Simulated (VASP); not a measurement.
A run of VASP 6.6.1:

The input INCAR:

```
SYSTEM = PbF2
  PREC = Accurate
  ENCUT = 600
  EDIFF = 1E-7
  ISMEAR = 0
  SIGMA = 0.01
  LREAL = .False.
  LASPH = .True.
  NELM = 60
  ALGO = Normal
  ISIF = 3
  LWAVE = .False.
  LCHARG = .False.
  IBRION = 2
  NSW = 50
  EDIFFG = -0.03
```

Contents of KPOINTS:

```
regular mesh
0
Gamma
  5 5 5
  0 0 0
```

The input POSCAR:

```
PbF2
1.0
    0.0000000000      2.9636600000      2.9636600000
    2.9636600000      0.0000000000      2.9636600000
    2.9636600000      2.9636600000      0.0000000000
Pb F
1 2
Direct
    0.0000000000      0.0000000000      0.0000000000
    0.2500000000      0.2500000000      0.2500000000
    0.7500000000      0.7500000000      0.7500000000
```

Potentials or basis: VASP PAW LDA potentials, release 64 (Pb_d, F).

The run is started by

```sh
$ cat potpaw_LDA.64/Pb_d/POTCAR potpaw_LDA.64/F/POTCAR > POTCAR
$ mpirun -np 1 vasp_std > vasp.out
```

Hardware: 1 thread of Intel(R) Xeon(R) 6975P-C (Granite Rapids) (shared host).

Problem. How long does it take, and how much memory?

Solution. Wall time 16 s on 1 thread of Intel(R) Xeon(R) 6975P-C (Granite Rapids) (shared host), peak memory 0.17 GiB. Counts: scf iterations 32, k points 10, ion steps 3.
